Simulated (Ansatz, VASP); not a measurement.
**One calculation of Ge, two programs**

```xyz
2
Lattice="0.0000 2.9295 2.9295 2.9295 0.0000 2.9295 2.9295 2.9295 0.0000" Properties=species:S:1:pos:R:3 pbc="T T T"
Ge    0.0000    0.0000    0.0000
Ge    1.4647    1.4647    1.4647
```

Alike in both runs: task single point; functional PBEsol; k mesh 14 × 14 × 14; occupations gaussian, width 0.1 eV; no spin polarisation.

|  | VASP | Ansatz |
| --- | --- | --- |
| version | VASP 6.6.1 | Ansatz 0.2.0 |
| potentials or method | VASP PAW PBE potentials, release 64 (Ge_d), cutoff 520 eV | scalar-relativistic, plane waves, PAW |
| valence electrons in the cell | 28 | 28 |

|  | VASP | Ansatz | Ansatz less VASP |
| --- | --- | --- | --- |
| gap on the k mesh at the Fermi level (eV) | none | none | - |
| pressure (GPa) | -5.5 | -5.1 | +0.38 |

VASP's potentials were made for PBE, not for PBEsol. A gap of «none» marks a metal or a gap that the smearing closes. The functional is the same, so the differences come from potentials, cutoffs and numerics.
